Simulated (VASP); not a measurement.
Ti: single point with LDA

Crystal: Ti.

```
CELL_PARAMETERS angstrom
0.00000 2.03000 2.03000
2.03000 0.00000 2.03000
2.03000 2.03000 0.00000
ATOMIC_POSITIONS crystal
Ti 0.00000 0.00000 0.00000
```

```
Program                : VASP 6.6.1
Task                   : single point
Functional             : LDA
Potentials or basis    : VASP PAW LDA potentials, release 64 (Ti_sv)
Cutoff                 : 520 eV
k mesh                 : 14 × 14 × 14
Occupations            : gaussian, width 0.1 eV
Spin                   : no spin polarisation
Dipole correction      : no
Further INCAR settings : ALGO = Normal; EDIFF = 1e-07; NBANDS = 12
```

The pressure is -5.0 GPa. The band gap on the k mesh is zero (band 6 reaches 9.25 eV, above the bottom of band 7 at 7.94 eV).

Levels at points of the mesh, in eV from the Fermi level:
| k point | band 2 | band 3 | band 4 | band 5 | band 6 | band 7 | band 8 | band 9 | band 10 | band 11 |
| --- | --- | --- | --- | --- | --- | --- | --- | --- | --- | --- |
| (0.00, 0.00, 0.00) | -32.14 | -32.14 | -32.14 | -6.10 | 0.87 | 0.87 | 0.87 | 2.56 | 2.56 | 15.56 |
| (0.50, 0.00, 0.00) | -32.92 | -32.23 | -32.23 | -2.66 | 0.73 | 0.73 | 0.84 | 3.72 | 3.72 | 8.58 |
| (0.50, 0.50, 0.00) | -32.86 | -32.41 | -32.41 | -2.71 | -1.82 | 3.10 | 3.69 | 4.03 | 4.03 | 11.03 |

It took 6.4 s on 1 thread of Intel(R) Xeon(R) 6975P-C (Granite Rapids), on a shared host, peak memory 0.13 GiB.
